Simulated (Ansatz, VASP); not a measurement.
F: VASP beside Ansatz

```xyz
1
Lattice="-1.3608 1.3608 1.3608 1.3608 -1.3608 1.3608 1.3608 1.3608 -1.3608" Properties=species:S:1:pos:R:3 pbc="T T T"
F     0.0000    0.0000    0.0000
```

Alike in both runs: task single point; functional PBE; k mesh 18 × 18 × 18; occupations tetrahedron; no spin polarisation.

```csv
,VASP,Ansatz
version,VASP 6.6.1,Ansatz 0.2.0
potentials or method,"VASP PAW PBE potentials, release 64 (F), cutoff 520 eV","all-electron LAPW, scalar-relativistic"
```

Ansatz gave:

```
pressure (GPa) : -0.4
```

Question: Which values does VASP return?

Answer: Pressure (GPa): -1.0.

Ansatz ran all-electron here, and VASP with PAW potentials. Ansatz's warnings: band table not solved further, tetrahedron derivatives may miss energy slope.
